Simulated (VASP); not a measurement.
Pt: single point with r2SCAN

Pt:

```
Pt
1.0
    -1.56949    1.63227    1.56949
     1.56949   -1.63227    1.56949
     1.56949    1.63227   -1.56949
Pt
1
Direct
  0.00000 0.00000 0.00000
```

This cell differs from its parent crystal: strain +0.0400 x Voigt [0, 1, 0, 0, 0, 0].

```
Program                : VASP 6.6.1
Task                   : single point
Functional             : r2SCAN
Potentials or basis    : VASP PAW PBE potentials, release 64 (Pt)
Cutoff                 : 520 eV
k mesh                 : 26 × 26 × 26
Occupations            : gaussian, width 0.15 eV
Spin                   : no spin polarisation
Dipole correction      : no
Further INCAR settings : ALGO = Normal; EDIFF = 1e-06; NBANDS = 11
```

| Item | Value |
| --- | --- |
| Pressure | -8.6 GPa |
| Band gap on the k mesh | zero (bands 5 and 6 overlap by 2.29 eV) |

Stress tensor (GPa, compression positive):
```
-9.51  0.00  0.00
 0.00 -6.79  0.00
 0.00  0.00 -9.51
```

Levels at points of the mesh, in eV from the Fermi level:
```tsv
k point	band 2	band 3	band 4	band 5	band 6	band 7	band 8	band 9
(0.00, 0.00, 0.00)	-3.63	-3.63	-3.31	-1.31	-0.93	17.57	18.34	18.34
(0.50, 0.00, 0.00)	-4.83	-1.48	-0.79	0.42	1.00	6.33	14.21	16.76
(0.00, 0.50, 0.00)	-5.18	-1.00	-0.67	0.66	1.08	6.67	13.74	15.79
(0.50, 0.50, 0.50)	-6.14	0.43	0.56	0.56	7.24	8.46	8.46	13.08
```

It took 13 min on 1 thread of Intel Xeon 8259CL, on a shared host, peak memory 0.33 GiB.

Caveat: the cell differs from its parent crystal (strain +0.0400 x Voigt [0, 1, 0, 0, 0, 0]); the cell stands under tension; the PAW data sets were made with another functional, which shifts forces and pressure a little; spin-orbit coupling is left out, which moves the levels of the heavy elements.
